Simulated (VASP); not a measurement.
# HfO2: single point with LDA

HfO2:

```xyz
3
Lattice="0.0000 2.5360 2.5360 2.5360 0.0000 2.5360 2.5360 2.5360 0.0000" Properties=species:S:1:pos:R:3 pbc="T T T"
Hf    0.0000    0.0000    0.0000
O     1.2680    1.2680    1.2680
O     3.8040    3.8040    3.8040
```

```
Program             : VASP 6.6.1
Task                : single point
Functional          : LDA
Potentials or basis : VASP PAW LDA potentials, release 64 (Hf_pv, O)
Cutoff              : 520 eV
k mesh              : 6 × 6 × 6
Occupations         : gaussian, width 0.01 eV
Spin                : no spin polarisation
```

The pressure is -13.8 GPa and the band gap on the k mesh is 3.59 eV, direct.

Levels at points of the mesh, in eV from the valence-band top:
| k point | band 8 | band 9 | band 10 | band 11 | band 12 | band 13 | band 14 | band 15 |
| --- | --- | --- | --- | --- | --- | --- | --- | --- |
| (0.00, 0.00, 0.00) | -5.40 | -0.61 | -0.61 | -0.61 | 3.68 | 3.68 | 5.68 | 10.35 |
| (0.50, 0.00, 0.00) | -3.07 | -2.76 | -1.84 | -1.84 | 4.42 | 4.42 | 6.92 | 8.79 |
| (0.50, 0.50, 0.00) | -3.48 | -1.55 | -1.55 | 0.00 | 3.59 | 5.32 | 6.58 | 8.07 |

Wall time 5 s on 1 thread of Intel Xeon 6975P-C, with other jobs on the host, peak memory 0.14 GiB.

Caveat: spin-orbit coupling is left out, which moves the levels of the heavy elements. A k mesh can miss the band edges.
